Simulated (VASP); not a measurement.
## CaO: single point with PBE

CaO:

```xyz
2
Lattice="0.0000 2.4692 2.4692 2.4692 0.0000 2.4692 2.4692 2.4692 0.0000" Properties=species:S:1:pos:R:3 pbc="T T T"
Ca    0.0000    0.0000    0.0000
O     2.4692    2.4692    2.4692
```

This cell differs from its parent crystal: volume scaled by 1.025.

* Program: VASP 6.6.1
* Task: single point
* Functional: PBE
* Potentials or basis: VASP PAW PBE potentials, release 64 (Ca_sv, O)
* Cutoff: 520 eV
* k mesh: 9 × 9 × 9
* Occupations: fermi-dirac, width 0.03 eV
* Spin: no spin polarisation

```
Pressure               : -5.7 GPa
Band gap on the k mesh : 3.69 eV, indirect (least direct gap 4.08 eV)
```

Levels at points of the mesh, in eV from the valence-band top:
```csv
k point,band 5,band 6,band 7,band 8,band 9,band 10,band 11,band 12
"(0.00, 0.00, 0.00)",-15.38,0.00,0.00,0.00,4.08,6.02,6.02,6.02
```

Run time: 11 s on 1 thread of Intel(R) Xeon(R) Platinum 8488C (Sapphire Rapids), on a shared host, peak memory 0.16 GiB.

 A k mesh can miss the band edges.
